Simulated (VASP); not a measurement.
# As2Pt (Pa-3) in VASP: a series of runs

Runs on As2Pt. Level: PBE+D3(BJ). Tasks: single point, relaxation of cell and atoms.

Program: VASP 6.6.1. These are calculated values, not measurements. Logs are shortened: lines on timing, memory, paths and dates and some standing lists are left out, and cuts for length are marked.

### 1 The cell of the first run

Symmetry: Pa-3, No. 205, cubic system. Conventional cell: a = 5.991 Å, b = 5.991 Å, c = 5.991 Å, α = 90.00°, β = 90.00°, γ = 90.00°. Within 3.2 Å of As (site symmetry 3) lie 1 As at 2.42 Å and 3 Pt at 2.50 Å. Pt (site symmetry -3) has 6 As at 2.50 Å within 3.3 Å.

### 2 Single point, PBE+D3(BJ)

The input, INCAR:

```
SYSTEM = As2Pt
PREC     = Accurate       ! precision mode
ENCUT    = 500            ! plane-wave cutoff, eV
EDIFF    = 1E-6           ! SCF threshold, eV
ISMEAR   = 0              ! smearing method
SIGMA    = 0.02           ! smearing width, eV
LREAL    = .FALSE.        ! projectors in reciprocal space
LASPH    = .TRUE.         ! aspherical terms in the spheres
NELM     = 120            ! most SCF steps
ALGO     = Normal         ! electronic algorithm
ISIF     = 2              ! what is computed and relaxed
LWAVE    = .FALSE.        ! write WAVECAR
LCHARG   = .FALSE.        ! write CHGCAR
GGA      = PE             ! functional
IVDW     = 12             ! dispersion correction
NBANDS   = 52             ! bands
GGA_COMPAT= .FALSE.
```

The input, KPOINTS:

```
Automatic mesh
0
G
  6 6 6
  0 0 0
```

The input, POSCAR:

```
As2Pt
1.0
    5.9914293200      0.0000000000      0.0000000000
    0.0000000000      5.9914293200      0.0000000000
    0.0000000000      0.0000000000      5.9914293200
As Pt
8 4
Direct
    0.3832555426      0.3832555426      0.3832555426
    0.1167444574      0.6167444574      0.8832555426
    0.8832555426      0.1167444574      0.6167444574
    0.6167444574      0.8832555426      0.1167444574
    0.6167444574      0.6167444574      0.6167444574
    0.8832555426      0.3832555426      0.1167444574
    0.1167444574      0.8832555426      0.3832555426
    0.3832555426      0.1167444574      0.8832555426
    0.0000000000      0.0000000000      0.0000000000
    0.5000000000      0.0000000000      0.5000000000
    0.5000000000      0.5000000000      0.0000000000
    0.0000000000      0.5000000000      0.5000000000
```

Potentials or basis: VASP PAW PBE potentials, release 64 (As, Pt).

The run is started by

```
$ cat potpaw_PBE.64/As/POTCAR potpaw_PBE.64/Pt/POTCAR > POTCAR
$ mpirun -np 1 vasp_std > vasp.out
```

OUTCAR:

```text
SYSTEM = As2Pt
   PREC = Accurate
   ENCUT = 500
   EDIFF = 1E-6
   ISMEAR = 0
   LREAL = .FALSE.
   LASPH = .TRUE.
   NELM = 120
   ISIF = 2
   GGA = PE
   IVDW = 12
 IVDW          = 12

 ion  position               nearest neighbor table
   1  0.383  0.383  0.383-   5 2.42  10 2.50  11 2.50  12 2.50
   2  0.117  0.617  0.883-   6 2.42   9 2.50  11 2.50  12 2.50
   3  0.883  0.117  0.617-   7 2.42   9 2.50  10 2.50  12 2.50
   4  0.617  0.883  0.117-   8 2.42   9 2.50  10 2.50  11 2.50
   5  0.617  0.617  0.617-   1 2.42  10 2.50  11 2.50  12 2.50
   6  0.883  0.383  0.117-   2 2.42   9 2.50  11 2.50  12 2.50
   7  0.117  0.883  0.383-   3 2.42   9 2.50  10 2.50  12 2.50
   8  0.383  0.117  0.883-   4 2.42   9 2.50  10 2.50  11 2.50
   9  0.000  0.000  0.000-   2 2.50   3 2.50   4 2.50   6 2.50   7 2.50   8 2.50
  10  0.500  0.000  0.500-   1 2.50   3 2.50   4 2.50   5 2.50   7 2.50   8 2.50
  11  0.500  0.500  0.000-   1 2.50   2 2.50   4 2.50   5 2.50   6 2.50   8 2.50
  12  0.000  0.500  0.500-   1 2.50   2 2.50   3 2.50   5 2.50   6 2.50   7 2.50

  LATTYP: Found a simple cubic cell.
 ALAT       =     5.9914293200

  Lattice vectors:

 A1 = (   5.9914293200,   0.0000000000,   0.0000000000)
 A2 = (   0.0000000000,   5.9914293200,   0.0000000000)
 A3 = (   0.0000000000,   0.0000000000,   5.9914293200)

Analysis of symmetry for initial positions (statically):
=====================================================================
 Subroutine PRICEL returns:
 Original cell was already a primitive cell.

 Routine SETGRP: Setting up the symmetry group for a
 simple cubic supercell.

 Subroutine GETGRP returns: Found 24 space group operations
 (whereof  6 operations were pure point group operations)
 out of a pool of 48 trial point group operations.

The static configuration has the point symmetry S_6 .
 The point group associated with its full space group is T_h .

Analysis of symmetry for dynamics (positions and initial velocities):
=====================================================================
 Subroutine PRICEL returns:
 Original cell was already a primitive cell.

 Routine SETGRP: Setting up the symmetry group for a
 simple cubic supercell.

 Subroutine GETGRP returns: Found 24 space group operations
 (whereof  6 operations were pure point group operations)
 out of a pool of 48 trial point group operations.

The dynamic configuration has the point symmetry S_6 .
 The point group associated with its full space group is T_h .

 Subroutine INISYM returns: Found 24 space group operations
 (whereof  6 operations are pure point group operations),
 and found     1 'primitive' translations

----------------------------------------------------------------------------------------

                                     Primitive cell

  volume of cell :     215.0757

  direct lattice vectors                    reciprocal lattice vectors
     5.991429320  0.000000000  0.000000000     0.166905082  0.000000000  0.000000000
     0.000000000  5.991429320  0.000000000     0.000000000  0.166905082  0.000000000
     0.000000000  0.000000000  5.991429320     0.000000000  0.000000000  0.166905082

  length of vectors
     5.991429320  5.991429320  5.991429320     0.166905082  0.166905082  0.166905082

  position of ions in fractional coordinates (direct lattice)
     0.383255543  0.383255543  0.383255543
     0.116744457  0.616744457  0.883255543
     0.883255543  0.116744457  0.616744457
     0.616744457  0.883255543  0.116744457
     0.616744457  0.616744457  0.616744457
     0.883255543  0.383255543  0.116744457
     0.116744457  0.883255543  0.383255543
     0.383255543  0.116744457  0.883255543
     0.000000000  0.000000000  0.000000000
     0.500000000  0.000000000  0.500000000
     0.500000000  0.500000000  0.000000000
     0.000000000  0.500000000  0.500000000

  ion indices of the primitive-cell ions
   primitive index   ion index
                 1           1
                 2           2
                 3           3
                 4           4
                 5           5
                 6           6
                 7           7
                 8           8
                 9           9
                10          10
                11          11
                12          12

----------------------------------------------------------------------------------------

 KPOINTS: Automatic mesh

Automatic generation of k-mesh.
 Grid dimensions read from file:
 generate k-points for:    6    6    6

 Generating k-lattice:

  Cartesian coordinates                     Fractional coordinates (reciprocal lattice)
     0.027817514  0.000000000  0.000000000     0.166666667  0.000000000  0.000000000
     0.000000000  0.027817514  0.000000000     0.000000000  0.166666667  0.000000000
     0.000000000  0.000000000  0.027817514     0.000000000  0.000000000  0.166666667

  Length of vectors
     0.027817514  0.027817514  0.027817514

  Shift w.r.t. Gamma in fractional coordinates (k-lattice)
     0.000000000  0.000000000  0.000000000

 Subroutine IBZKPT returns following result:
 ===========================================

 Found     24 irreducible k-points:

 Following reciprocal coordinates:
            Coordinates               Weight
  0.000000  0.000000  0.000000      1.000000
  0.166667  0.000000  0.000000      6.000000
  0.333333  0.000000  0.000000      6.000000
  0.500000  0.000000  0.000000      3.000000
  0.166667  0.166667  0.000000     12.000000
  0.333333  0.166667  0.000000     12.000000
[... 16 lines left out ...]
  0.500000  0.500000  0.333333      6.000000
  0.500000  0.500000  0.500000      1.000000
   k-points           NKPTS =     24   k-points in BZ     NKDIM =     24   number of bands    NBANDS=     52
   number of dos      NEDOS =    301   number of ions     NIONS =     12
   total plane-waves  NPLWV = 110592
   dimension x,y,z NGX =    48 NGY =   48 NGZ =   48
   dimension x,y,z NGXF=    96 NGYF=   96 NGZF=   96
   ions per type =               8   4
   NGX,Y,Z   is equivalent  to a cutoff of  13.32, 13.32, 13.32 a.u.
   NGXF,Y,Z  is equivalent  to a cutoff of  26.64, 26.64, 26.64 a.u.
 SYSTEM =  As2Pt
   PREC   = accura    normal or accurate (medium, high low for compatibility)
   ISTART =      0    job   : 0-new  1-cont  2-samecut
   ICHARG =      2    charge: 1-file 2-atom 10-const
   ISPIN  =      1    spin polarized calculation?
   LNONCOLLINEAR =      F non collinear calculations
   LSORBIT =      F    spin-orbit coupling
   LASPH  =      T    aspherical Exc in radial PAW
   ENCUT  =  500.0 eV  36.75 Ry    6.06 a.u.  10.92 10.92 10.92*2*pi/ulx,y,z
   NELM   =    120;   NELMIN=  2; NELMDL= -5     # of ELM steps
   EDIFF  = 0.1E-05   stopping-criterion for ELM
   LREAL  =      F    real-space projection
   EDIFFG = 0.1E-04   stopping-criterion for IOM
   NSW    =      0    number of steps for IOM
   IBRION =     -1    ionic relax: 0-MD 1-quasi-New 2-CG
   NFREE  =      0    steps in history (QN), initial steepest desc. (CG)
   ISIF   =      2    stress and relaxation
   ISYM   =      2    0-nonsym 1-usesym 2-fastsym
   POTIM  = 0.5000    time-step for ionic-motion
   TEBEG  =    0.0;   TEEND  =   0.0 temperature during run
   PSTRESS=    0.0 pullay stress
   NELECT =      80.0000    total number of electrons
   NUPDOWN=      -1.0000    fix difference up-down
   EMIN   =  10.00;   EMAX   =-10.00  energy-range for DOS
   EFERMI =   0.00;   METHOD = LEGACY
   ISMEAR =     0;   SIGMA  =   0.02  broadening in eV -4-tet -1-fermi 0-gaus
   EFERMI_NEDOS =   21; number of points for ismear=-14 and -15
   IALGO  =     38    algorithm
   IMIX   =      4    mixing-type and parameters
     AMIX     =   0.40;   BMIX     =  1.00
     AMIX_MAG =   1.60;   BMIX_MAG =  1.00
  volume/ion in A,a.u.               =      17.92       120.95
  Fermi-wavevector in a.u.,A,eV,Ry     =   1.177356  2.224880 18.859942  1.386167
  Thomas-Fermi vector in A             =   2.313704
   LORBIT       =      0    0 simple, 1 ext, 2 COOP (PROOUT), +10 PAW based schemes
   GGA     = PE    functional components
   LHFCALC =     F    Hartree Fock is set to
   AEXX    =    0.0000 exact exchange contribution
   IVDW    =    12    specifies the selected vdW correction
   LEPSILON=     F    determine dielectric tensor
   LRPA    =     F    only Hartree local field effects (RPA)
 non-spin polarized calculation
 Gauss-broadening in eV      SIGMA  =   0.02
  energy-cutoff  :      500.00
  volume of cell :      215.08
 maximum number of plane-waves:      5520
 NGX is ok and might be reduce to    48
   NGX = 21   NGY = 21   NGZ = 21

 number of electron      80.0000012 magnetization

 Free energy of the ion-electron system (eV)
  ---------------------------------------------------
  ext. energy  EPLUGINS =         0.00000000
  ---------------------------------------------------
  free energy    TOTEN  =       -67.88444181 eV

  energy without entropy =      -67.88444181  energy(sigma->0) =      -67.88444181

 E-fermi :   7.5486     XC(G=0): -11.2936

 val. band max:        7.4418365623   @ k =   0.3333   0.3333   0.0000
 cond. band min:       7.6927952459   @ k =   0.5000   0.5000   0.5000
 fundamental gap:      0.2509586836
 Fermi energy:         7.5486085516

 k-point     1 :       0.0000    0.0000    0.0000
  band No.  band energies     occupation
      1      -6.7934      2.00000
      2      -4.7875      2.00000
      3      -4.7875      2.00000
      4      -4.7875      2.00000
      5      -2.5800      2.00000
      6      -2.5800      2.00000
[... 44 lines left out ...]
     51      12.7041      0.00000
     52      12.7041      0.00000

 k-point     2 :       0.1667    0.0000    0.0000
  band No.  band energies     occupation
      1      -6.6881      2.00000
      2      -4.9520      2.00000
      3      -4.7349      2.00000
      4      -4.7299      2.00000
      5      -2.6453      2.00000
      6      -2.5942      2.00000
[... 44 lines left out ...]
     51      12.0997      0.00000
     52      12.6320      0.00000

 k-point     3 :       0.3333    0.0000    0.0000
  band No.  band energies     occupation
      1      -6.3835      2.00000
      2      -5.3873      2.00000
      3      -4.6156      2.00000
      4      -4.6043      2.00000
      5      -2.6960      2.00000
      6      -2.6118      2.00000
[... 44 lines left out ...]
     51      12.1317      0.00000
     52      12.3668      0.00000
[... 1046 lines left out ...]
 k-point    23 :       0.5000    0.5000    0.3333
  band No.  band energies     occupation
      1      -4.8884      2.00000
      2      -4.8884      2.00000
      3      -4.8884      2.00000
      4      -4.8884      2.00000
      5      -3.3499      2.00000
      6      -3.3499      2.00000
[... 44 lines left out ...]
     51      11.5115      0.00000
     52      11.5115      0.00000

 k-point    24 :       0.5000    0.5000    0.5000
  band No.  band energies     occupation
      1      -4.7603      2.00000
      2      -4.7603      2.00000
      3      -4.7603      2.00000
      4      -4.7603      2.00000
      5      -3.5457      2.00000
      6      -3.5457      2.00000
[... 44 lines left out ...]
     51      11.4183      0.00000
     52      11.4183      0.00000

------------------------ aborting loop because EDIFF is reached ----------------------------------------

 Edisp (eV)   -6.65669

 E8    (eV) :    -2.9095

  FORCE on cell =-STRESS in cart. coord.  units (eV):
  Direction    XX          YY          ZZ          XY          YZ          ZX
  --------------------------------------------------------------------------------------
  -------------------------------------------------------------------------------------
  Total       0.07121     0.07121     0.07121    -0.00000    -0.00000     0.00000
  in kB       0.53047     0.53047     0.53047    -0.00000    -0.00000     0.00000
  external pressure =        0.53 kB  Pullay stress =        0.00 kB

 VOLUME and BASIS-vectors are now :
 -----------------------------------------------------------------------------
  energy-cutoff  :      500.00
  volume of cell :      215.08
      direct lattice vectors                 reciprocal lattice vectors
     5.991429320  0.000000000  0.000000000     0.166905082  0.000000000  0.000000000
     0.000000000  5.991429320  0.000000000     0.000000000  0.166905082  0.000000000
     0.000000000  0.000000000  5.991429320     0.000000000  0.000000000  0.166905082

 POSITION                                       TOTAL-FORCE (eV/Angst)
 -----------------------------------------------------------------------------------
      2.29625      2.29625      2.29625        -0.022045     -0.022045     -0.022045
      0.69947      3.69518      5.29196         0.022045      0.022045     -0.022045
      5.29196      0.69947      3.69518        -0.022045      0.022045      0.022045
      3.69518      5.29196      0.69947         0.022045     -0.022045      0.022045
      3.69518      3.69518      3.69518         0.022045      0.022045      0.022045
      5.29196      2.29625      0.69947        -0.022045     -0.022045      0.022045
      0.69947      5.29196      2.29625         0.022045     -0.022045     -0.022045
      2.29625      0.69947      5.29196        -0.022045      0.022045     -0.022045
      0.00000      0.00000      0.00000         0.000000     -0.000000     -0.000000
      2.99571      0.00000      2.99571         0.000000     -0.000000     -0.000000
      2.99571      2.99571      0.00000         0.000000     -0.000000     -0.000000
      0.00000      2.99571      2.99571         0.000000     -0.000000     -0.000000
 -----------------------------------------------------------------------------------
    total drift:                               -0.000000      0.000000     -0.000000

  FREE ENERGIE OF THE ION-ELECTRON SYSTEM (eV)
  ---------------------------------------------------
  free  energy   TOTEN  =       -74.5411348052 eV

  energy  without entropy=      -74.5411348052  energy(sigma->0) =      -74.54113481
```

Wall time 2.5 min (1 thread of Intel Xeon Platinum 8488C (Sapphire Rapids), shared host); peak memory 0.44 GiB.

Results:

```
Free energy                : -74.5411 eV
Pressure                   : 0.1 GPa
Largest force              : 0.038 eV/Å
Band gap on the k mesh     : 0.25 eV, indirect (least direct gap 0.97 eV)
Dispersion energy per atom : -0.555 eV
```

Forces in eV/Å, atoms in the order of the input:
```
As  -0.022 -0.022 -0.022
As   0.022  0.022 -0.022
As  -0.022  0.022  0.022
As   0.022 -0.022  0.022
As   0.022  0.022  0.022
As  -0.022 -0.022  0.022
As   0.022 -0.022 -0.022
As  -0.022  0.022 -0.022
Pt   0.000  0.000  0.000
Pt   0.000  0.000  0.000
Pt   0.000  0.000  0.000
Pt   0.000  0.000  0.000
```

Caveat: spin-orbit coupling is left out, which moves the levels of the heavy elements.

### 3 Relaxation of cell and atoms, PBE+D3(BJ)

This run uses another cell than the first one, of 18.54 Å³/atom, 1.034 times its volume.

The input, INCAR:

```
SYSTEM = As2Pt
PREC = Accurate
ENCUT = 500
EDIFF = 1E-7
ISMEAR = 0
SIGMA = 0.02
LREAL = .FALSE.
LASPH = .TRUE.
NELM = 120
ALGO = Normal
ISIF = 3
LWAVE = .FALSE.
LCHARG = .FALSE.
GGA = PE
IVDW = 12
IBRION = 2
NSW = 70
EDIFFG = -0.02
GGA_COMPAT = .FALSE.
NELMIN = 4
```

KPOINTS is that of step 2.

The input, POSCAR:

```
As2Pt
1.0
    6.0592053490      0.0000000000      0.0000000000
    0.0000000000      6.0592053490      0.0000000000
    0.0000000000      0.0000000000      6.0592053490
As Pt
8 4
Direct
    0.3835341348      0.3835341348      0.3835341348
    0.1164658652      0.6164658652      0.8835341348
    0.8835341348      0.1164658652      0.6164658652
    0.6164658652      0.8835341348      0.1164658652
    0.6164658652      0.6164658652      0.6164658652
    0.8835341348      0.3835341348      0.1164658652
    0.1164658652      0.8835341348      0.3835341348
    0.3835341348      0.1164658652      0.8835341348
    0.0000000000      0.0000000000      0.0000000000
    0.5000000000      0.0000000000      0.5000000000
    0.5000000000      0.5000000000      0.0000000000
    0.0000000000      0.5000000000      0.5000000000
```

Potentials or basis: VASP PAW PBE potentials, release 64 (As, Pt).

The run is started by

```
$ cat potpaw_PBE.64/As/POTCAR potpaw_PBE.64/Pt/POTCAR > POTCAR
$ mpirun -np 1 vasp_std > vasp.out
```

It took 11 min on 1 thread of Intel Xeon Platinum 8488C (Sapphire Rapids), shared host; peak memory 0.47 GiB.

It converged, with:

- Free energy: -74.5433 eV
- Relaxed volume: 17.92 Å³/atom
- Relaxed cell: a = 5.991 Å, b = 5.991 Å, c = 5.991 Å, α = 90.00°, β = 90.00°, γ = 90.00°
- Space group after relaxing (to 0.05 Å): Pa-3 (No. 205)
- Energy gained by relaxing: 9.3 meV/atom
- Ionic steps: 5
- Pressure after relaxing: 0.1 GPa
- Largest force after relaxing: 0.010 eV/Å
- Band gap on the k mesh: 0.25 eV, indirect (least direct gap 0.97 eV)
- Dispersion energy per atom: -0.555 eV

Forces in eV/Å, atoms in the order of the input:
```
As  -0.006 -0.006 -0.006
As   0.006  0.006 -0.006
As  -0.006  0.006  0.006
As   0.006 -0.006  0.006
As   0.006  0.006  0.006
As  -0.006 -0.006  0.006
As   0.006 -0.006 -0.006
As  -0.006  0.006 -0.006
Pt   0.000  0.000  0.000
Pt   0.000  0.000  0.000
Pt   0.000  0.000  0.000
Pt   0.000  0.000  0.000
```

Step by step:
| step | energy change (eV) | largest force (eV/Å) | pressure (GPa) | volume (Å³) |
| --- | --- | --- | --- | --- |
| 1 | 0.0000 | 0.0440 | -4.66 | 222.46 |
| 2 | 0.1121 | 0.1243 | 7.82 | 205.55 |
| 3 | -0.1104 | 0.0786 | -0.03 | 215.22 |
| 4 | -0.1104 | 0.0793 | 0.07 | 215.07 |
| 5 | -0.1116 | 0.0102 | 0.07 | 215.04 |

Final structure:
```xyz
12
Lattice="5.9911 0.0000 0.0000 0.0000 5.9911 0.0000 0.0000 0.0000 5.9911" Properties=species:S:1:pos:R:3 pbc="T T T"
As    2.2953    2.2953    2.2953
As    0.7002    3.6958    5.2908
As    5.2908    0.7002    3.6958
As    3.6958    5.2908    0.7002
As    3.6958    3.6958    3.6958
As    5.2908    2.2953    0.7002
As    0.7002    5.2908    2.2953
As    2.2953    0.7002    5.2908
Pt    0.0000    0.0000    0.0000
Pt    2.9955    0.0000    2.9955
Pt    2.9955    2.9955    0.0000
Pt    0.0000    2.9955    2.9955
```

Levels at points of the mesh, in eV from the valence-band top:
```csv
k point,band 36,band 37,band 38,band 39,band 40,band 41,band 42,band 43,band 44,band 45
"(0.00, 0.00, 0.00)",-2.46,-2.46,-0.97,-0.97,-0.97,0.65,0.65,0.65,1.63,4.01
"(0.50, 0.00, 0.00)",-1.92,-1.24,-1.24,-0.85,-0.85,1.48,1.48,1.65,1.65,2.71
"(0.50, 0.50, 0.00)",-2.01,-0.58,-0.58,-0.58,-0.58,1.95,1.95,1.95,1.95,2.20
"(0.50, 0.50, 0.50)",-1.09,-0.72,-0.72,-0.72,-0.72,0.25,0.25,0.25,0.25,2.93
```

Caveat: spin-orbit coupling is left out, which moves the levels of the heavy elements.
